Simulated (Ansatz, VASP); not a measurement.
PbO: VASP beside Ansatz

```
CELL_PARAMETERS angstrom
0.00000 2.79878 2.79878
2.79878 0.00000 2.79878
2.79878 2.79878 0.00000
ATOMIC_POSITIONS crystal
Pb 0.00000 0.00000 0.00000
O 0.25000 0.25000 0.25000
```

Alike in both runs: task single point; functional PBEsol; k mesh 3 × 3 × 3; no spin polarisation.

|  | VASP | Ansatz |
| --- | --- | --- |
| version | VASP 6.6.1 | Ansatz 0.2.0 |
| potentials or method | VASP PAW PBE potentials, release 64 (Pb_d, O) | plane waves |
| plane-wave cutoff (eV) | 600 | 420 |
| occupations | gaussian, width 0.01 eV | fixed |
| valence electrons in the cell | 20 | 20 |

```csv
,VASP,Ansatz,Ansatz less VASP
gap on the k mesh at the Fermi level (eV),1.75,1.75,+0.003
pressure (GPa),-1.1,-1.1,0.00
```

VASP's potentials were made for PBE, not for PBEsol.

The k mesh is coarse, so the values compare programs but aren't converged. Spin-orbit coupling is off throughout.
